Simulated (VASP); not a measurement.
Co:

```
Co
1.0
     2.23442    0.00000    0.00000
    -1.11721    1.93507    0.00000
     0.00000    0.00000    2.11299
Co
1
Direct
  0.00000 0.00000 0.00000
```

This cell differs from its parent crystal: volume scaled by 0.76.

Base run:

| Property | Result |
| --- | --- |
| Program | VASP 6.6.1 |
| Functional | PBE |
| Potentials or basis | VASP PAW PBE potentials, release 64 (Co) |
| Cutoff | 520 eV |
| k mesh | 18 × 18 × 17 |
| Occupations | fermi-dirac, width 0.1 eV |
| Spin | collinear spin, ferromagnetic start |
| Starting moments | [1.7] μB |

Its results: pressure 75.4 GPa; net moment 1.07 μB per cell; site moments Co +1.06 μB.

Problem. The run is repeated on the same cell with these changes: further incar settings from ALGO = Normal; EDIFF = 1e-07; NBANDS = 14 to ALGO = Normal; EDIFF = 1e-06; NBANDS = 14; dispersion from none to D3(BJ). What comes out?

Solution. Pressure 66.4 GPa; net moment 1.07 μB per cell; site moments Co +1.06 μB.

Caveats: three body term missing (some runs); pairwise dispersion overbinds metals, which lowers pressure and volume (some runs).
